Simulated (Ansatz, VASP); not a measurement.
## Y4I: VASP beside Ansatz

```
Y I
1.0
     6.29000    0.00000    0.00000
     0.00000    6.29000    0.00000
     0.00000    0.00000    6.29000
Y I
4 1
Cartesian
  1.5725 1.5725 1.5725
  4.7175 4.7175 1.5725
  4.7175 1.5725 4.7175
  1.5725 4.7175 4.7175
  0.0000 0.0000 0.0000
```

Change from the starting cell: ordered vacancies on the anion sites of cuprite (P-43m, No. 215).

Alike in both runs: task single point; functional PBE; k mesh 4 × 4 × 4; occupations gaussian, width 0.1 eV; no spin polarisation.

```csv
,VASP,Ansatz
version,VASP 6.6.1,Ansatz 0.2.0
potentials or method,"VASP PAW PBE potentials, release 64 (Y_sv, I), cutoff 520 eV","scalar-relativistic, plane waves, PAW"
valence electrons in the cell,51,61
```

|  | VASP | Ansatz | Ansatz less VASP |
| --- | --- | --- | --- |
| gap on the k mesh at the Fermi level (eV) | none | none | - |
| pressure (GPa) | -1.8 | -1.8 | +0.02 |

A gap of «none» marks a metal or a gap that the smearing closes. With one functional, cell and mesh, what is left measures potentials, basis and numerics. VASP's potentials hold 51 valence electrons a cell and Ansatz's 61, so a difference there can come from the potentials and not from the codes.

Spin-orbit coupling is off throughout.
